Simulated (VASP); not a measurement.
BaZrO3: single point with r2SCAN

BaZrO3:

```xyz
5
Lattice="4.2269 0.0000 0.0000 0.0000 4.2269 0.0000 0.0000 0.0000 4.2269" Properties=species:S:1:pos:R:3 pbc="T T T"
Ba    0.0000    0.0000    0.0000
Zr    2.1135    2.1135    2.1135
O     0.0000    2.1135    2.1135
O     2.1135    0.0000    2.1135
O     2.1135    2.1135    0.0000
```

* Program: VASP 6.6.1
* Task: single point
* Functional: r2SCAN
* Potentials or basis: VASP PAW PBE potentials, release 64 (Ba_sv, Zr_sv, O)
* Cutoff: 520 eV
* k mesh: 6 × 6 × 6
* Occupations: gaussian, width 0.02 eV
* Spin: no spin polarisation
* Dipole correction: no
* Further INCAR settings: ALGO = Normal; EDIFF = 1e-06; NBANDS = 28

```
Pressure               : -1.5 GPa
Band gap on the k mesh : 3.64 eV, indirect (least direct gap 3.91 eV)
```

Levels at points of the mesh, in eV from the valence-band top:
| k point | band 17 | band 18 | band 19 | band 20 | band 21 | band 22 | band 23 | band 24 |
| --- | --- | --- | --- | --- | --- | --- | --- | --- |
| (0.00, 0.00, 0.00) | -0.98 | -0.27 | -0.27 | -0.27 | 3.64 | 3.64 | 3.64 | 5.13 |
| (0.50, 0.00, 0.00) | -1.69 | -1.62 | -0.52 | -0.52 | 4.06 | 6.05 | 6.05 | 6.87 |
| (0.50, 0.50, 0.00) | -0.95 | -0.95 | -0.88 | -0.07 | 6.02 | 6.02 | 6.83 | 6.98 |
| (0.50, 0.50, 0.50) | -2.54 | 0.00 | 0.00 | 0.00 | 6.52 | 6.52 | 6.52 | 7.32 |

It took 80 s on 1 thread of AMD EPYC 9R45 96-Core Processor (Zen 5), with other jobs on the host, peak memory 0.18 GiB.

Caveat: the PAW data sets were made with another functional, which shifts forces and pressure a little; spin-orbit coupling is left out, which moves the levels of the heavy elements. r2SCAN opens gaps a little over a GGA but as a rule still falls short of measured ones.
